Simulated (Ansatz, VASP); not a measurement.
One calculation of W, two programs

```
W
1.0
     0.00000    2.04558    2.04558
     2.04558    0.00000    2.04558
     2.04558    2.04558    0.00000
W
1
Direct
  0.00000 0.00000 0.00000
```

Alike in both runs: task single point; functional PBE; k mesh 22 × 22 × 22; occupations fermi-dirac, width 0.1 eV; no spin polarisation.

|  | VASP | Ansatz |
| --- | --- | --- |
| version | VASP 6.6.1 | Ansatz 0.2.0 |
| potentials or method | VASP PAW PBE potentials, release 64 (W_sv), cutoff 520 eV | plane waves (420 eV) with PAW, scalar-relativistic |
| valence electrons in the cell | 14 | 14 |

Ansatz gave:

- pressure (GPa): -10.3

**Question.** Which values does VASP return?

**Answer.** Pressure (GPa): -10.0.

With one functional, cell and mesh, what is left measures potentials, basis and numerics.

Neither program's run includes spin-orbit coupling.
